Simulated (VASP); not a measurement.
# Ta (P6_3/mmc) in VASP: further runs

Ta is run at these levels: BLYP, LDA, PBE; tasks: single point, relaxation of cell and atoms.

All numbers are computed with VASP 6.6.1; they aren't measurements. Logs are shortened: lines on timing, memory, paths and dates and some standing lists are left out, and cuts for length are marked.

### 1 The cell of the first run

Symmetry: P6_3/mmc, No. 194, hexagonal system. The conventional cell has a = 2.914 Å, b = 2.914 Å, c = 5.263 Å, α = 90.00°, β = 90.00°, γ = 120.00°. Ta (site symmetry -6m2) has 12 Ta at 2.91 to 3.12 Å within 3.8 Å.

### 2 Single point, BLYP

INCAR reads:

```
SYSTEM = Ta
PREC = Accurate
ENCUT = 520
EDIFF = 1E-7
ISMEAR = -1
SIGMA = 0.05
LREAL = .FALSE.
LASPH = .TRUE.
NELM = 100
ALGO = Normal
ISIF = 2
LWAVE = .FALSE.
LCHARG = .FALSE.
GGA = B5
ALDAX = 1.0
AGGAX = 1.0
AGGAC = 1.0
ALDAC = 0.0
NBANDS = 18
```

KPOINTS reads:

```
Automatic mesh
0
G
  11 11 5
  0 0 0
```

POSCAR reads:

```
Ta
1.0
    2.9139542115      0.0000000000      0.0000000000
   -1.4569771058      2.5235583726      0.0000000000
    0.0000000000      0.0000000000      5.2629201120
Ta
2
Direct
    0.3333333333      0.6666666667      0.2500000000
    0.6666666667      0.3333333333      0.7500000000
```

Potentials or basis: VASP PAW PBE potentials, release 64 (Ta_pv).

Launch:

```
$ cat potpaw_PBE.64/Ta_pv/POTCAR > POTCAR
$ mpirun -np 1 vasp_std > vasp.out
```

OUTCAR:

```text
SYSTEM = Ta
   PREC = Accurate
   ENCUT = 520
   EDIFF = 1E-7
   ISMEAR = -1
   LREAL = .FALSE.
   LASPH = .TRUE.
   NELM = 100
   ISIF = 2
   GGA = B5

 ion  position               nearest neighbor table
   1  0.333  0.667  0.250-   2 3.12   2 3.12   2 3.12   2 3.12   2 3.12   2 3.12
   2  0.667  0.333  0.750-   1 3.12   1 3.12   1 3.12   1 3.12   1 3.12   1 3.12

  LATTYP: Found a hexagonal cell.
 ALAT       =     2.9139542115
 C/A-ratio  =     1.8061094067

  Lattice vectors:

 A1 = (   2.9139542115,   0.0000000000,   0.0000000000)
 A2 = (  -1.4569771058,   2.5235583726,   0.0000000000)
 A3 = (   0.0000000000,   0.0000000000,   5.2629201120)

Analysis of symmetry for initial positions (statically):
=====================================================================
 Subroutine PRICEL returns:
 Original cell was already a primitive cell.

 Routine SETGRP: Setting up the symmetry group for a
 hexagonal supercell.

 Subroutine GETGRP returns: Found 24 space group operations
 (whereof 12 operations were pure point group operations)
 out of a pool of 24 trial point group operations.

The static configuration has the point symmetry D_3d.
 The point group associated with its full space group is D_6h.

Analysis of symmetry for dynamics (positions and initial velocities):
=====================================================================
 Subroutine PRICEL returns:
 Original cell was already a primitive cell.

 Routine SETGRP: Setting up the symmetry group for a
 hexagonal supercell.

 Subroutine GETGRP returns: Found 24 space group operations
 (whereof 12 operations were pure point group operations)
 out of a pool of 24 trial point group operations.

The dynamic configuration has the point symmetry D_3d.
 The point group associated with its full space group is D_6h.

 Subroutine INISYM returns: Found 24 space group operations
 (whereof 12 operations are pure point group operations),
 and found     1 'primitive' translations

----------------------------------------------------------------------------------------

                                     Primitive cell

  volume of cell :      38.7011

  direct lattice vectors                    reciprocal lattice vectors
     2.913954212  0.000000000  0.000000000     0.343176292  0.198132924  0.000000000
    -1.456977106  2.523558373  0.000000000     0.000000000  0.396265849  0.000000000
     0.000000000  0.000000000  5.262920112     0.000000000  0.000000000  0.190008584

  length of vectors
     2.913954212  2.913954212  5.262920112     0.396265849  0.396265849  0.190008584

  position of ions in fractional coordinates (direct lattice)
     0.333333333  0.666666667  0.250000000
     0.666666667  0.333333333  0.750000000

  ion indices of the primitive-cell ions
   primitive index   ion index
                 1           1
                 2           2

----------------------------------------------------------------------------------------

 KPOINTS: Automatic mesh

Automatic generation of k-mesh.
 Grid dimensions read from file:
 generate k-points for:   11   11    5

 Generating k-lattice:

  Cartesian coordinates                     Fractional coordinates (reciprocal lattice)
     0.031197845  0.018012084  0.000000000     0.090909091  0.000000000  0.000000000
     0.000000000  0.036024168  0.000000000     0.000000000  0.090909091  0.000000000
     0.000000000  0.000000000  0.038001717     0.000000000  0.000000000  0.200000000

  Length of vectors
     0.036024168  0.036024168  0.038001717

  Shift w.r.t. Gamma in fractional coordinates (k-lattice)
     0.000000000  0.000000000  0.000000000

 Subroutine IBZKPT returns following result:
 ===========================================

 Found     48 irreducible k-points:

 Following reciprocal coordinates:
            Coordinates               Weight
  0.000000  0.000000  0.000000      1.000000
  0.090909  0.000000  0.000000      6.000000
  0.181818 -0.000000  0.000000      6.000000
  0.272727 -0.000000  0.000000      6.000000
  0.363636 -0.000000  0.000000      6.000000
  0.454545 -0.000000  0.000000      6.000000
[... 16 lines left out ...]
  0.090909  0.090909  0.200000     12.000000
  0.181818  0.090909  0.200000     24.000000
 [... further k-points ...]
   k-points           NKPTS =     48   k-points in BZ     NKDIM =     48   number of bands    NBANDS=     18
   number of dos      NEDOS =    301   number of ions     NIONS =      2
   total plane-waves  NPLWV =  23040
   dimension x,y,z NGX =    24 NGY =   24 NGZ =   40
   dimension x,y,z NGXF=    48 NGYF=   48 NGZF=   80
   ions per type =               2
   NGX,Y,Z   is equivalent  to a cutoff of  13.69, 13.69, 12.64 a.u.
   NGXF,Y,Z  is equivalent  to a cutoff of  27.38, 27.38, 25.27 a.u.
 SYSTEM =  Ta
   PREC   = accura    normal or accurate (medium, high low for compatibility)
   ISTART =      0    job   : 0-new  1-cont  2-samecut
   ICHARG =      2    charge: 1-file 2-atom 10-const
   ISPIN  =      1    spin polarized calculation?
   LNONCOLLINEAR =      F non collinear calculations
   LSORBIT =      F    spin-orbit coupling
   LASPH  =      T    aspherical Exc in radial PAW
   ENCUT  =  520.0 eV  38.22 Ry    6.18 a.u.   5.42  5.42  9.79*2*pi/ulx,y,z
   NELM   =    100;   NELMIN=  2; NELMDL= -5     # of ELM steps
   EDIFF  = 0.1E-06   stopping-criterion for ELM
   LREAL  =      F    real-space projection
   EDIFFG = 0.1E-05   stopping-criterion for IOM
   NSW    =      0    number of steps for IOM
   IBRION =     -1    ionic relax: 0-MD 1-quasi-New 2-CG
   NFREE  =      0    steps in history (QN), initial steepest desc. (CG)
   ISIF   =      2    stress and relaxation
   ISYM   =      2    0-nonsym 1-usesym 2-fastsym
   POTIM  = 0.5000    time-step for ionic-motion
   TEBEG  =    0.0;   TEEND  =   0.0 temperature during run
   PSTRESS=    0.0 pullay stress
   NELECT =      22.0000    total number of electrons
   NUPDOWN=      -1.0000    fix difference up-down
   EMIN   =  10.00;   EMAX   =-10.00  energy-range for DOS
   EFERMI =   0.00;   METHOD = LEGACY
   ISMEAR =    -1;   SIGMA  =   0.05  broadening in eV -4-tet -1-fermi 0-gaus
   EFERMI_NEDOS =   21; number of points for ismear=-14 and -15
   IALGO  =     38    algorithm
   IMIX   =      4    mixing-type and parameters
     AMIX     =   0.40;   BMIX     =  1.00
     AMIX_MAG =   1.60;   BMIX_MAG =  1.00
  volume/ion in A,a.u.               =      19.35       130.58
  Fermi-wavevector in a.u.,A,eV,Ry     =   1.356151  2.562754 25.023101  1.839146
  Thomas-Fermi vector in A             =   2.483179
   LORBIT       =      0    0 simple, 1 ext, 2 COOP (PROOUT), +10 PAW based schemes
   GGA     = B5    functional components
   LHFCALC =     F    Hartree Fock is set to
   AEXX    =    0.0000 exact exchange contribution
   IVDW    =     0    specifies the selected vdW correction
   LEPSILON=     F    determine dielectric tensor
   LRPA    =     F    only Hartree local field effects (RPA)
 non-spin polarized calculation
  energy-cutoff  :      520.00
  volume of cell :       38.70
 maximum number of plane-waves:      1087
 NGX is ok and might be reduce to    24
   NGX = 11   NGY = 11   NGZ = 19

 number of electron      21.9999999 magnetization

 Free energy of the ion-electron system (eV)
  ---------------------------------------------------
  ext. energy  EPLUGINS =         0.00000000
  ---------------------------------------------------
  free energy    TOTEN  =       -20.11638472 eV

  energy without entropy =      -20.09898472  energy(sigma->0) =      -20.10768472

 E-fermi :   5.8915     XC(G=0): -11.6233

 val. band max:        5.8704001640   @ k =   0.0000   0.0000   0.0000
 cond. band min:       5.9093083813   @ k =   0.2727   0.1818   0.2000
 fundamental gap:      0.0389082173
 Fermi energy:         5.8914884616

 k-point     1 :       0.0000    0.0000    0.0000
  band No.  band energies     occupation
      1     -28.5650      2.00000
      2     -27.8462      2.00000
      3     -27.6811      2.00000
      4     -27.6811      2.00000
      5     -27.6112      2.00000
      6     -27.6112      2.00000
[... 10 lines left out ...]
     17      10.7370      0.00000
     18      10.7370      0.00000

 k-point     2 :       0.0909    0.0000    0.0000
  band No.  band energies     occupation
      1     -28.5409      2.00000
      2     -27.8479      2.00000
      3     -27.7630      2.00000
      4     -27.7029      2.00000
      5     -27.6946      2.00000
      6     -27.6267      2.00000
[... 10 lines left out ...]
     17      10.8385      0.00000
     18      11.3619      0.00000

 k-point     3 :       0.1818   -0.0000    0.0000
  band No.  band energies     occupation
      1     -28.4734      2.00000
      2     -27.9799      2.00000
      3     -27.9114      2.00000
      4     -27.8553      2.00000
      5     -27.7600      2.00000
      6     -27.6693      2.00000
[... 10 lines left out ...]
     17      10.9880      0.00000
     18      12.6307      0.00000

 k-point     4 :       0.2727   -0.0000    0.0000
  band No.  band energies     occupation
      1     -28.3760      2.00000
      2     -28.2580      2.00000
      3     -28.1821      2.00000
      4     -27.8732      2.00000
      5     -27.8323      2.00000
      6     -27.7260      2.00000
[... 375 lines left out ...]
      4     -27.9480      2.00000
      5     -27.9230      2.00000
      6     -27.8217      2.00000
[... 10 lines left out ...]
     17      12.1056      0.00000
     18      12.4195      0.00000

 k-point    23 :       0.0909    0.0909    0.2000
  band No.  band energies     occupation
      1     -28.4410      2.00000
      2     -27.9472      2.00000
      3     -27.8890      2.00000
      4     -27.8283      2.00000
      5     -27.7282      2.00000
      6     -27.6738      2.00000
[... 10 lines left out ...]
     17      10.6695      0.00000
     18      11.5504      0.00000

 k-point    24 :       0.1818    0.0909    0.2000
  band No.  band energies     occupation
      1     -28.3816      2.00000
      2     -28.1266      2.00000
      3     -28.0949      2.00000
      4     -27.8966      2.00000
      5     -27.8024      2.00000
      6     -27.7386      2.00000
[... 10 lines left out ...]
     17      10.5881      0.00000
     18      12.1515      0.00000

 [... further k-points ...]

------------------------ aborting loop because EDIFF is reached ----------------------------------------

  FORCE on cell =-STRESS in cart. coord.  units (eV):
  Direction    XX          YY          ZZ          XY          YZ          ZX
  --------------------------------------------------------------------------------------
  -------------------------------------------------------------------------------------
  Total        0.2209890      0.2209890      0.1879138     -0.0000000      0.0000000     -0.0000000
  in kB        9.1486793      9.1486793      7.7794071     -0.0000000      0.0000000     -0.0000000
  external PRESSURE =       8.6922552 kB  Pullay stress =       0.0000000 kB

 VOLUME and BASIS-vectors are now :
 -----------------------------------------------------------------------------
  energy-cutoff  :      520.00
  volume of cell :       38.70
      direct lattice vectors                 reciprocal lattice vectors
     2.913954212  0.000000000  0.000000000     0.343176292  0.198132924  0.000000000
    -1.456977106  2.523558373  0.000000000     0.000000000  0.396265849  0.000000000
     0.000000000  0.000000000  5.262920112     0.000000000  0.000000000  0.190008584

 POSITION                                       TOTAL-FORCE (eV/Angst)
 -----------------------------------------------------------------------------------
     -0.00000      1.68237      1.31573         0.000000     -0.000000      0.000000
      1.45698      0.84119      3.94719        -0.000000      0.000000      0.000000
 -----------------------------------------------------------------------------------
    total drift:                               -0.000000      0.000000     -0.000000

  FREE ENERGIE OF THE ION-ELECTRON SYSTEM (eV)
  ---------------------------------------------------
  free  energy   TOTEN  =       -20.1163847229 eV

  energy  without entropy=      -20.0989847151  energy(sigma->0) =      -20.10768472
```

It took 19 s on 1 thread of Intel Xeon 6975P-C, shared host; peak memory 0.17 GiB.

What came out:

| Quantity | Value |
| --- | --- |
| Free energy | -20.1164 eV |
| Pressure | 0.9 GPa |
| Band gap on the k mesh | zero (band 11 reaches 6.86 eV, above the bottom of band 12 at 5.31 eV) |

Caveat: the PAW data sets were made with another functional, which shifts forces and pressure a little; spin-orbit coupling is left out, which moves the levels of the heavy elements.

### 3 Relaxation of cell and atoms, LDA

This run uses another cell than the first one, of 18.82 Å³/atom, 0.973 times its volume.

INCAR reads:

```
PREC = Accurate
ENCUT = 600
EDIFF = 1E-6
ISMEAR = -1
SIGMA = 0.05
LREAL = F
LASPH = T
NELM = 60
ALGO = Normal
ISIF = 3
LWAVE = F
LCHARG = F
IBRION = 2
NSW = 80
EDIFFG = -0.01
```

KPOINTS reads:

```
Automatic mesh
0
Gamma
  11 11 5
```

POSCAR reads:

```
Ta
1.0
    2.9003720726      0.0000000000      0.0000000000
   -1.4501860363      2.5117958953      0.0000000000
    0.0000000000      0.0000000000      5.1662740000
Ta
2
Direct
    0.3333333333      0.6666666667      0.2500000000
    0.6666666667      0.3333333333      0.7500000000
```

Potentials or basis: VASP PAW LDA potentials, release 64 (Ta_pv).

Launch:

```
$ cat potpaw_LDA.64/Ta_pv/POTCAR > POTCAR
$ mpirun -np 1 vasp_std > vasp.out
```

OUTCAR:

```text
PREC = Accurate
   ENCUT = 600
   EDIFF = 1E-6
   ISMEAR = -1
   LREAL = F
   LASPH = T
   NELM = 60
   ISIF = 3
   IBRION = 2
   NSW = 80
   EDIFFG = -0.01

 ion  position               nearest neighbor table
   1  0.333  0.667  0.250-   2 3.08   2 3.08   2 3.08   2 3.08   2 3.08   2 3.08
   2  0.667  0.333  0.750-   1 3.08   1 3.08   1 3.08   1 3.08   1 3.08   1 3.08

  LATTYP: Found a hexagonal cell.
 ALAT       =     2.9003720726
 C/A-ratio  =     1.7812452577

  Lattice vectors:

 A1 = (   2.9003720726,   0.0000000000,   0.0000000000)
 A2 = (  -1.4501860363,   2.5117958953,   0.0000000000)
 A3 = (   0.0000000000,   0.0000000000,   5.1662740000)

Analysis of symmetry for initial positions (statically):
=====================================================================
 Subroutine PRICEL returns:
 Original cell was already a primitive cell.

 Routine SETGRP: Setting up the symmetry group for a
 hexagonal supercell.

 Subroutine GETGRP returns: Found 24 space group operations
 (whereof 12 operations were pure point group operations)
 out of a pool of 24 trial point group operations.

The static configuration has the point symmetry D_3d.
 The point group associated with its full space group is D_6h.
[... 414 lines left out ...]

 number of electron      22.0000001 magnetization

 Free energy of the ion-electron system (eV)
  ---------------------------------------------------
  ext. energy  EPLUGINS =         0.00000000
  ---------------------------------------------------
  free energy    TOTEN  =       -25.07055098 eV

  energy without entropy =      -25.05552789  energy(sigma->0) =      -25.06303944

 E-fermi :   5.9612     XC(G=0): -12.8583

 val. band max:        5.9313050701   @ k =   0.1818   0.1818   0.0000
 cond. band min:       5.9786307033   @ k =   0.3636   0.1818   0.0000
 fundamental gap:      0.0473256332
 Fermi energy:         5.9611952069

 k-point     1 :       0.0000    0.0000    0.0000
  band No.  band energies     occupation
      1     -28.4316      2.00000
      2     -27.4360      2.00000
      3     -27.2904      2.00000
      4     -27.2904      2.00000
      5     -27.1932      2.00000
      6     -27.1932      2.00000
      7      -2.3660      2.00000
      8       0.8658      2.00000
      9       5.2076      2.00000
     10       6.1089      0.09911
     11       6.5053      0.00004
     12       6.5053      0.00004
     13       7.0974      0.00000
     14       7.0974      0.00000
[... 401 lines left out ...]
      2     -27.8653      2.00000
      3     -27.8186      2.00000
      4     -27.5189      2.00000
      5     -27.4407      2.00000
      6     -27.3563      2.00000
      7      -0.0060      2.00000
      8       2.6658      2.00000
      9       3.7712      2.00000
     10       4.7367      2.00000
     11       5.4088      1.99997
     12       6.1356      0.05927
     13       7.7757      0.00000
     14       7.9692      0.00000
     15       9.1260      0.00000

 [... further k-points ...]

------------------------ aborting loop because EDIFF is reached ----------------------------------------

  FORCE on cell =-STRESS in cart. coord.  units (eV):
  Direction    XX          YY          ZZ          XY          YZ          ZX
  --------------------------------------------------------------------------------------
  -------------------------------------------------------------------------------------
  Total       -0.0188296     -0.0188296      0.0192890      0.0000000      0.0000000      0.0000000
  in kB       -0.8499954     -0.8499954      0.8707325      0.0000000      0.0000000      0.0000000
  external PRESSURE =      -0.2764194 kB  Pullay stress =       0.0000000 kB
[... 17 lines left out ...]
  FREE ENERGIE OF THE ION-ELECTRON SYSTEM (eV)
  ---------------------------------------------------
  free  energy   TOTEN  =       -25.0705509843 eV

  energy  without entropy=      -25.0555278896  energy(sigma->0) =      -25.06303944

 reached required accuracy - stopping structural energy minimisation
```

OSZICAR:

```text
N       E                     dE             d eps       ncg     rms          rms(c)
DAV:   1     0.172229189142E+03    0.17223E+03   -0.14080E+04  1440   0.167E+03
DAV:   2    -0.218425192862E+02   -0.19407E+03   -0.19233E+03  1741   0.413E+02
DAV:   3    -0.259727409915E+02   -0.41302E+01   -0.40561E+01  1937   0.553E+01
[... 58 lines left out ...]
       N       E                     dE             d eps       ncg     rms          rms(c)
DAV:   1    -0.250705633273E+02   -0.11516E-04   -0.41346E-04  1440   0.231E-01    0.247E-02
DAV:   2    -0.250705532722E+02    0.10055E-04   -0.17377E-05  1594   0.418E-02    0.928E-03
DAV:   3    -0.250705509278E+02    0.23444E-05   -0.85676E-06  1692   0.276E-02    0.452E-03
DAV:   4    -0.250705509843E+02   -0.56480E-07   -0.20810E-07   748   0.406E-03
   8 F= -.25070551E+02 E0= -.25063039E+02  d E =-.323651E-04
```

It took 60 s on 1 thread of Intel Xeon 6975P-C, shared host; peak memory 0.17 GiB.

What came out:

| Property | Result |
| --- | --- |
| Free energy | -25.0706 eV |
| Relaxed volume | 17.75 Å³/atom |
| Relaxed cell | a = 2.839 Å, b = 2.839 Å, c = 5.086 Å, α = 90.00°, β = 90.00°, γ = 120.00° |
| Space group after relaxing (to 0.05 Å) | P6_3/mmc (No. 194) |
| Energy gained by relaxing | 40.6 meV/atom |
| Ionic steps | 8 |
| Pressure after relaxing | 0.0 GPa |
| Band gap on the k mesh | zero (band 11 reaches 7.10 eV, above the bottom of band 12 at 5.34 eV) |

Step by step:
| step | energy change (eV) | largest force (eV/Å) | pressure (GPa) | volume (Å³) |
| --- | --- | --- | --- | --- |
| 1 | 0.0000 | 0.0000 | -11.34 | 37.64 |
| 2 | 0.4427 | 0.0000 | 39.31 | 30.83 |
| 3 | -0.0807 | 0.0000 | -0.82 | 35.62 |
| 4 | -0.0811 | 0.0000 | -0.07 | 35.50 |
| 5 | -0.0811 | 0.0000 | 0.17 | 35.46 |
| 6 | -0.0811 | 0.0000 | -0.35 | 35.55 |
| 7 | -0.0811 | 0.0000 | -0.13 | 35.50 |
| 8 | -0.0811 | 0.0000 | -0.03 | 35.49 |

Final structure:
```xyz
2
Lattice="2.8386 0.0000 0.0000 -1.4193 2.4583 0.0000 0.0000 0.0000 5.0861" Properties=species:S:1:pos:R:3 pbc="T T T"
Ta    0.0000    1.6389    1.2715
Ta    1.4193    0.8194    3.8146
```

Caveat: spin-orbit coupling is left out, which moves the levels of the heavy elements.

(Part 1 of 2 ends here.)
